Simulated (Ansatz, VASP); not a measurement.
Ge: VASP beside Ansatz

The input INCAR:

```
SYSTEM = Ge
PREC = Accurate
ENCUT = 600
EDIFF = 1E-6
ISMEAR = -1
SIGMA = 0.1
LREAL = .False.
LASPH = .True.
NELM = 80
ALGO = Normal
ISIF = 3
LWAVE = .False.
LCHARG = .False.
GGA = PS
IBRION = 2
NSW = 80
EDIFFG = -0.01
```

The input KPOINTS:

```
regular mesh
0
Gamma
  12 12 7
  0 0 0
```

POSCAR

```
Ge
1.0
    3.0076538696      0.0000000000      0.0000000000
   -1.5038269348      2.6047046568      0.0000000000
    0.0000000000      0.0000000000      4.9114987690
Ge
2
Direct
    0.3333333333      0.6666666667      0.2500000000
    0.6666666667      0.3333333333      0.7500000000
```

Input for Ansatz:

```yaml
crystal:
  lattice:
    - [3.0076538696, 0.0, 0.0]
    - [-1.5038269348, 2.6047046568, 0.0]
    - [0.0, 0.0, 4.911498769]
  atoms:
    - { symbol: Ge, position: [0.3333333333, 0.6666666667, 0.25] }
    - { symbol: Ge, position: [0.6666666667, 0.3333333333, 0.75] }
hamiltonian:
  xc: pbesol
  pseudopotentials:
    kind: paw
    azcp:
      Ge: "pseudopotentials/Ge.paw.azcp"
basis:
  ecutwfc: 420
  fft_grid_basis: typed
kpoints:
  mp_grid: { grid: [12, 12, 7], shift: [0, 0, 0] }
magnetization:
  spin_polarized: false
scf:
  occupations: { method: fermi_dirac, width: 0.1 }
relax:
  max_steps: 60
  f_tol: 0.01
  cell: {}
output:
  write_density: true
  write_potential: true
  elf: true
  volumetric_format: npy
```

Alike in both runs: task relaxation of cell and atoms; functional PBEsol; k mesh 12 × 12 × 7; occupations fermi-dirac, width 0.1 eV; no spin polarisation.

|  | VASP | Ansatz |
| --- | --- | --- |
| version | VASP 6.6.1 | Ansatz 0.2.0 |
| potentials or method | VASP PAW PBE potentials, release 64 (Ge_d), cutoff 600 eV | plane waves (420 eV) with PAW, scalar-relativistic |
| valence electrons in the cell | 28 | 28 |

Ansatz gave:

* relaxed volume (Å³/atom): 18.35
* relaxed length of the cell vector where the two differ most in proportion (Å): 3.010

**Question.** Estimate VASP's values.

**Answer.** Relaxed volume (Å³/atom): 18.37; relaxed length of the cell vector where the two differ most in proportion (Å): 3.012.

VASP's potentials were made for PBE, not for PBEsol, and Ansatz warns of the same on its side.
